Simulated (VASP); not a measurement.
# Ge (P6_3/mmc) in VASP: settings compared, part 2 of 2

VASP 6.6.1. The steps go on from the part before.

## Step 3: Single point, r2SCAN (strained)

POSCAR

```
Ge
1.0
    4.1244692178      0.0000000000      0.0000000000
   -2.0622346089      3.5718951198      0.0000000000
    0.0000000000      0.0000000000      6.2148981906
Ge
4
Direct
    0.6666666700      0.3333333300      0.0250188917
    0.3333333300      0.6666666700      0.5250188917
    0.6666666700      0.3333333300      0.4749811083
    0.3333333300      0.6666666700      0.9749811083
```

INCAR.step1

```
SYSTEM = Ge
PREC     = Accurate       ! precision mode
ENCUT    = 520            ! plane-wave cutoff, eV
ISMEAR   = 0              ! smearing method
SIGMA    = 0.1            ! smearing width, eV
LREAL    = .FALSE.        ! projectors in reciprocal space
LASPH    = .TRUE.         ! aspherical terms in the spheres
NELM     = 60             ! most SCF steps
NBANDS   = 36             ! bands
GGA      = PE             ! functional
ALGO     = Normal         ! electronic algorithm
EDIFF    = 1E-4           ! SCF threshold, eV
LWAVE    = .TRUE.         ! write WAVECAR
LCHARG   = .FALSE.        ! write CHGCAR
```

INCAR.step2

```
SYSTEM = Ge
PREC     = Accurate       ! precision mode
ENCUT    = 520            ! plane-wave cutoff, eV
EDIFF    = 1E-6           ! SCF threshold, eV
ISMEAR   = 0              ! smearing method
SIGMA    = 0.1            ! smearing width, eV
LREAL    = .FALSE.        ! projectors in reciprocal space
LASPH    = .TRUE.         ! aspherical terms in the spheres
NELM     = 60             ! most SCF steps
ALGO     = Normal         ! electronic algorithm
ISIF     = 2              ! what is computed and relaxed
LWAVE    = .FALSE.        ! write WAVECAR
LCHARG   = .TRUE.         ! write CHGCAR
METAGGA  = R2SCAN         ! meta-GGA
LMIXTAU  = .TRUE.       
LELF     = .TRUE.         ! ELF
LVHAR    = .TRUE.       
NBANDS   = 36             ! bands
ISTART   = 1
```

KPOINTS

```
Automatic mesh
0
G
  12 12 6
  0 0 0
```

Potentials or basis: VASP PAW PBE potentials, release 64 (Ge_d).

Run with:

```bash
> cat potpaw_PBE.64/Ge_d/POTCAR > POTCAR
> cp INCAR.step1 INCAR
> mpirun -np 1 vasp_std > vasp.out
> cp INCAR.step2 INCAR
> mpirun -np 1 vasp_std > vasp.out
```

OUTCAR:

```text
SYSTEM = Ge
   PREC = Accurate
   ENCUT = 520
   EDIFF = 1E-6
   ISMEAR = 0
   LREAL = .FALSE.
   LASPH = .TRUE.
   NELM = 60
   ISIF = 2
   METAGGA = R2SCAN
   ISTART = 1

 ion  position               nearest neighbor table
   1  0.667  0.333  0.025-   4 2.40   4 2.40   4 2.40   3 2.80
   2  0.333  0.667  0.525-   3 2.40   3 2.40   3 2.40   4 2.80
   3  0.667  0.333  0.475-   2 2.40   2 2.40   2 2.40   1 2.80
   4  0.333  0.667  0.975-   1 2.40   1 2.40   1 2.40   2 2.80

  LATTYP: Found a hexagonal cell.
 ALAT       =     4.1244692178
 C/A-ratio  =     1.5068358769

  Lattice vectors:

 A1 = (   4.1244692178,   0.0000000000,   0.0000000000)
 A2 = (  -2.0622346089,   3.5718951198,   0.0000000000)
 A3 = (   0.0000000000,   0.0000000000,   6.2148981906)

Analysis of symmetry for initial positions (statically):
=====================================================================
 Subroutine PRICEL returns:
 Original cell was already a primitive cell.

 Routine SETGRP: Setting up the symmetry group for a
 hexagonal supercell.

 Subroutine GETGRP returns: Found 24 space group operations
[... 166 lines left out ...]
  ext. energy  EPLUGINS =         0.00000000
  ---------------------------------------------------
  free energy    TOTEN  =       -54.14296750 eV

  energy without entropy =      -54.13774291  energy(sigma->0) =      -54.14035521

 E-fermi :   4.7174     XC(G=0): -10.8052

 val. band max:        4.7013439044   @ k =   0.0000   0.0000   0.3333
 cond. band min:       4.7272498064   @ k =   0.1667   0.0000   0.1667
 fundamental gap:      0.0259059020
 Fermi energy:         4.7173711725

 k-point     1 :       0.0000    0.0000    0.0000
  band No.  band energies     occupation
      1     -20.9055      2.00000
      2     -20.8695      2.00000
      3     -20.8695      2.00000
      4     -20.8633      2.00000
      5     -20.8633      2.00000
      6     -20.8357      2.00000
[... 925 lines left out ...]
     35      11.7310      0.00000
     36      12.0695      0.00000

 [... further k-points ...]
[... 5 lines left out ...]
  --------------------------------------------------------------------------------------
  -------------------------------------------------------------------------------------
  Total        1.2960304      1.2960304     -0.9698197      0.0000000      0.0000000      0.0000000
  in kB       22.6790565     22.6790565    -16.9707411      0.0000000      0.0000000      0.0000000
  external PRESSURE =       9.4624573 kB  Pullay stress =       0.0000000 kB

 VOLUME and BASIS-vectors are now :
 -----------------------------------------------------------------------------
  energy-cutoff  :      520.00
  volume of cell :       91.56
      direct lattice vectors                 reciprocal lattice vectors
     4.124469218  0.000000000  0.000000000     0.242455440  0.139981714  0.000000000
    -2.062234609  3.571895120  0.000000000     0.000000000  0.279963427  0.000000000
     0.000000000  0.000000000  6.214898191     0.000000000  0.000000000  0.160903682

 POSITION                                       TOTAL-FORCE (eV/Angst)
 -----------------------------------------------------------------------------------
      2.06223      1.19063      0.15549        -0.000000      0.000000      1.858062
     -0.00000      2.38126      3.26294         0.000000     -0.000000      1.858062
      2.06223      1.19063      2.95196        -0.000000      0.000000     -1.858062
     -0.00000      2.38126      6.05941         0.000000     -0.000000     -1.858062
 -----------------------------------------------------------------------------------
    total drift:                                0.000008     -0.000005      0.000002

  FREE ENERGIE OF THE ION-ELECTRON SYSTEM (eV)
  ---------------------------------------------------
  free  energy   TOTEN  =       -54.1429675030 eV

  energy  without entropy=      -54.1377429075  energy(sigma->0) =      -54.14035521
```

OSZICAR.step1:

```text
N       E                     dE             d eps       ncg     rms          rms(c)
DAV:   1     0.501347306888E+03    0.50135E+03   -0.28212E+04  6424   0.426E+03
DAV:   2     0.702636262224E+02   -0.43108E+03   -0.42001E+03  5472   0.819E+02
DAV:   3    -0.122339033090E+02   -0.82498E+02   -0.81301E+02  5876   0.207E+02
DAV:   4    -0.169365949244E+02   -0.47027E+01   -0.46805E+01  6364   0.574E+01
DAV:   5    -0.170324156094E+02   -0.95821E-01   -0.95744E-01  6204   0.920E+00    0.425E+00
DAV:   6    -0.169206444898E+02    0.11177E+00   -0.65902E-02  6992   0.247E+00    0.248E+00
DAV:   7    -0.168623925132E+02    0.58252E-01   -0.10732E-01  6428   0.281E+00    0.207E-01
DAV:   8    -0.168655262507E+02   -0.31337E-02   -0.21708E-02  6008   0.171E+00    0.898E-02
DAV:   9    -0.168661376593E+02   -0.61141E-03   -0.87851E-04  5344   0.173E-01    0.450E-02
DAV:  10    -0.168662874200E+02   -0.14976E-03   -0.20395E-04  4420   0.126E-01    0.136E-02
DAV:  11    -0.168663206087E+02   -0.33189E-04   -0.62434E-05  4108   0.478E-02
   1 F= -.16866321E+02 E0= -.16863120E+02  d E =-.640192E-02
```

It took 4 min on 1 thread of Intel Xeon 6975P-C (Granite Rapids), shared host; peak memory 0.33 GiB.

What came out:

* Free energy: -54.1430 eV
* Pressure: 0.9 GPa
* Largest force: 1.858 eV/Å
* Band gap on the k mesh: zero (bands 28 and 29 overlap by 1.63 eV)

Forces in eV/Å, atoms in the order of the input:
```
Ge   0.000  0.000  1.858
Ge   0.000  0.000  1.858
Ge   0.000  0.000 -1.858
Ge   0.000  0.000 -1.858
```

Caveat: the cell differs from its parent crystal (strained); the PAW data sets were made with another functional, which shifts forces and pressure a little.

## Step 4: Single point, PBEsol (20.08 Å³/atom)

This run uses another cell than the first one, of 20.08 Å³/atom.

INCAR

```
SYSTEM = Ge
ALGO     = Normal         ! electronic algorithm
EDIFF    = 1E-6           ! SCF threshold, eV
ENCUT    = 520            ! plane-wave cutoff, eV
GGA      = PS             ! functional
ISIF     = 2              ! what is computed and relaxed
ISMEAR   = 0              ! smearing method
LASPH    = .True.         ! aspherical terms in the spheres
LCHARG   = .False.        ! write CHGCAR
LREAL    = .False.        ! projectors in reciprocal space
LWAVE    = .False.        ! write WAVECAR
NBANDS   = 36             ! bands
NELM     = 80             ! most SCF steps
PREC     = Accurate       ! precision mode
SIGMA    = 0.1            ! smearing width, eV
```

KPOINTS

```
k-points
0
Gamma
  12 12 6
  0 0 0
```

POSCAR

```
Ge
1.0
    3.8258414739      0.0000000000      0.0000000000
   -1.9129207369      3.3132759072      0.0000000000
    0.0000000000      0.0000000000      6.3357018423
Ge
4
Direct
    0.6666666667      0.3333333333      0.0634773543
    0.3333333333      0.6666666667      0.5634773543
    0.6666666667      0.3333333333      0.4365226457
    0.3333333333      0.6666666667      0.9365226457
```

Run with:

```bash
> cat potpaw_PBE.64/Ge_d/POTCAR > POTCAR
> mpirun -np 1 vasp_std > vasp.out
```

Wall time 3.1 min (1 thread of Intel Xeon 8259CL, shared host); peak memory 0.29 GiB.

Results (log left out):

- Free energy: -19.3349 eV
- Pressure: 11.5 GPa

Stress tensor (GPa, compression positive):
```
11.53  0.00  0.00
 0.00 11.53  0.00
 0.00  0.00 11.44
```

Levels at points of the mesh, in eV from the Fermi level:
```csv
k point,band 24,band 25,band 26,band 27,band 28,band 29,band 30,band 31,band 32,band 33
"(0.00, 0.00, 0.00)",-1.86,-1.86,-0.41,0.01,0.01,0.10,0.99,2.06,2.06,2.71
"(0.50, 0.00, 0.00)",-7.30,-5.49,-3.71,-3.54,-1.82,0.15,1.83,3.26,3.53,4.43
"(0.00, 0.00, 0.50)",-5.28,-1.14,-1.14,-1.14,-1.14,0.95,0.95,3.28,3.28,3.28
"(0.50, 0.00, 0.50)",-8.63,-3.10,-3.10,-2.96,-2.96,0.36,0.36,1.76,1.76,6.29
```

Caveat: the cell stands under pressure; the PAW data sets were made with another functional, which shifts forces and pressure a little.

## Step 5: The runs side by side

```tsv
level	cell	gap on the mesh (eV)	pressure (GPa)	largest force (eV/Å)
r2SCAN	a = 3.774, b = 3.774, c = 6.824 Å, angles 90.0, 90.0, 120.0°, 4 atoms, atomic positions A	none	6.4	1.68
r2SCAN	a = 4.124, b = 4.124, c = 6.215 Å, angles 90.0, 90.0, 120.0°, 4 atoms, atomic positions B	none	0.9	1.86
PBEsol	a = 3.826, b = 3.826, c = 6.336 Å, angles 90.0, 90.0, 120.0°, 4 atoms, atomic positions C	-	11.5	-
```

Alike in all rows: task single point; potentials or basis VASP PAW PBE potentials, release 64 (Ge_d); no spin polarisation; k mesh 12 × 12 × 6; cutoff (eV) 520; smearing gaussian 0.1 eV.

Caveats: the PAW data sets were made with another functional, which shifts forces and pressure a little; the cell stands under pressure (at least some runs).

Total energies depend on the potentials used, so only differences within one code and one set of settings carry meaning.
